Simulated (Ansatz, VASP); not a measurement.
**One calculation of P, two programs**

```
P
1.0
     0.00000    1.44552    1.44552
     1.44552    0.00000    1.44552
     1.44552    1.44552    0.00000
P
1
Direct
  0.00000 0.00000 0.00000
```

Change from the starting cell: volume scaled by 0.416, to set the pressure.

Alike in both runs: task single point; functional PBE; k mesh 22 × 22 × 22; occupations fermi-dirac, width 0.08 eV; no spin polarisation.

```csv
,VASP,Ansatz
version,VASP 6.6.1,Ansatz 0.2.0
potentials or method,"VASP PAW PBE potentials, release 64 (P)","PAW with Ansatz's default frozen-core files, scalar-relativistic"
plane-wave cutoff (eV),500,420
valence electrons in the cell,5,5
```

```csv
,VASP,Ansatz,Ansatz less VASP
pressure (GPa),441.9,449.8,+7.91
```

Both programs put the cell under a high pressure, so it lies far from rest at this level.

Noted on VASP's run: the cell as given lies far from equilibrium.
